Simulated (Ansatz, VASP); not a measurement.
## One calculation of CdF2, two programs

```
Cd F
1.0
     0.00000    2.69418    2.82916
     2.69418    0.00000    2.82916
     2.69418    2.69418    0.00000
Cd F
1 2
Direct
  0.00000 0.00000 0.00000
  0.25000 0.25000 0.25000
  0.75000 0.75000 0.75000
```

Change from the starting cell: uniaxial_z strain +5.0%.

Alike in both runs: task single point; functional r2SCAN; k mesh 8 × 8 × 8; no spin polarisation.

|  | VASP | Ansatz |
| --- | --- | --- |
| version | VASP 6.6.1 | Ansatz 0.2.0 |
| potentials or method | VASP PAW PBE potentials, release 64 (Cd, F) | plane waves, PAW |
| plane-wave cutoff (eV) | 520 | 500 |
| occupations | gaussian, width 0.01 eV | fixed |
| valence electrons in the cell | 26 | 34 |

VASP gave:

| Quantity | Value |
| --- | --- |
| gap on the k mesh at the Fermi level (eV) | 3.49 |
| pressure (GPa) | -4.2 |
| traceless stress, the component that is largest in VASP (GPa) | -3.61 |

**Question.** What did Ansatz give for the same quantities?

**Answer.** gap on the k mesh at the Fermi level (eV): 3.53; pressure (GPa): -4.9; traceless stress, the component that is largest in VASP (GPa): -3.67.

VASP's potentials were made for PBE, not for r2SCAN. VASP's potentials hold 26 valence electrons a cell and Ansatz's 34, so a difference there can come from the potentials and not from the codes.
